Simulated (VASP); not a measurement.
Runs of VASP 6.6.1 on KBr. The structure is that of space group Fm-3m (No. 225), or close to it. The cells are those of the table. 

| task | cell | cutoff (eV) | gap on the mesh (eV) | pressure (GPa) |
| --- | --- | --- | --- | --- |
| single point | a = 4.670 Å, angles 60.0°, 2 atoms | 520 | 5.07 | 0.0 |
| single point | a = 4.716 Å, angles 60.0°, 2 atoms | 520 | 4.99 | -0.4 |
| single point | a = 4.821 Å, angles 60.0°, 2 atoms | 520 | 4.82 | -1.2 |
| single point | a = 4.526 Å, angles 60.0°, 2 atoms | 520 | 5.36 | 2.0 |
| relaxation of cell and atoms | relaxed from a = 4.667 Å, angles 60.0°, 2 atoms | 600 | 5.07 | 0.0 |
| single point | a = 4.762 Å, angles 60.0°, 2 atoms | 520 | (c) | (a) |
| single point | a = 4.575 Å, angles 60.0°, 2 atoms | 520 | 5.26 | (b) |

Alike in all rows: level r2SCAN; potentials or basis VASP PAW PBE potentials, release 64 (K_sv, Br); no spin polarisation; k mesh 6 × 6 × 6; smearing gaussian 0.02 eV.

Task: Estimate the missing entries.

Result: (a) -0.8; (b) 1.2; (c) 4.91.

Caveats: the PAW data sets were made with another functional, which shifts forces and pressure a little.

A k mesh can miss the band edges, and the runs leave out spin-orbit coupling on Br.
